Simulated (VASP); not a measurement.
Runs of VASP 6.6.1 on K. The structure is that of space group Pm-3m (No. 221), or close to it. The cells are those of the table. 

| task | level | cell | cutoff (eV) | gap on the mesh (eV) | pressure (GPa) | relaxed volume (Å³/atom) |
| --- | --- | --- | --- | --- | --- | --- |
| relaxation of cell and atoms | PBEsol | relaxed from a = 4.310 Å, 1 atom | 600 | none | 0.0 | 76.20 |
| single point | BLYP+D3(BJ) | a = 4.079 Å, 1 atom | 520 | none | 0.0 | - |
| relaxation of cell and atoms | PBEsol+D3(BJ) | relaxed from a = 4.310 Å, 1 atom | 600 | none | 0.0 | 69.54 |
| relaxation of cell and atoms | BLYP+D3(BJ) | relaxed from a = 4.310 Å, 1 atom | 600 | none | 0.0 | (a) |
| single point | PBEsol+D3(BJ) | a = 4.123 Å, 1 atom | 520 | none | 0.0 | - |
| single point | PBEsol | a = 4.234 Å, 1 atom | 520 | none | 0.0 | - |

Alike in all rows: potentials or basis VASP PAW PBE potentials, release 64 (K_sv); no spin polarisation; k mesh 7 × 7 × 7; smearing fermi-dirac 0.05 eV.

Task: Fill in the values left out.

Result: (a) 67.49.

Caveats: the PAW data sets were made with another functional, which shifts forces and pressure a little; pairwise dispersion overbinds metals, which lowers pressure and volume (some runs); the volume moved by over 15 % at a fixed basis, so the end points are rough (some runs).

A gap of «none» marks levels without a gap at the run's occupations.
